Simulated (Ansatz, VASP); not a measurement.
# RbLaSn3 in VASP and in Ansatz

```xyz
5
Lattice="4.1110 2.3735 3.5819 -4.1110 2.3735 3.5819 0.0000 -4.7469 3.5819" Properties=species:S:1:pos:R:3 pbc="T T T"
Rb    0.0000    0.0000    0.3245
La    0.0000    0.0000    6.7938
Sn    0.0000    1.6677    3.8383
Sn    1.4443   -0.8338    3.8383
Sn   -1.4443   -0.8338    3.8383
```

Change from the starting cell: species swapped into the CsTlF3 type (R3m, No. 160).

Alike in both runs: functional PBE; k mesh 3 × 3 × 3; occupations gaussian, width 0.2 eV; no spin polarisation.

Ansatz relaxed the structure, and its values are those at the end. VASP's run is a single point on that final structure, the one shown.

```csv
,VASP,Ansatz
version,VASP 6.6.1,Ansatz 0.2.0
potentials or method,"VASP PAW PBE potentials, release 64 (Rb_sv, La, Sn_d), cutoff 520 eV","scalar-relativistic, plane waves, PAW"
valence electrons in the cell,62,62
```

Ansatz gave:

* gap on the k mesh at the Fermi level (eV): none
* pressure (GPa): 0.4
* rms of the force components (eV/Å): 0.019

Task: What did VASP give for the same quantities?

Result: gap on the k mesh at the Fermi level (eV): none; pressure (GPa): 0.4; rms of the force components (eV/Å): 0.022.

A gap of «none» marks a metal or a gap that the smearing closes.

Spin-orbit coupling is off throughout.
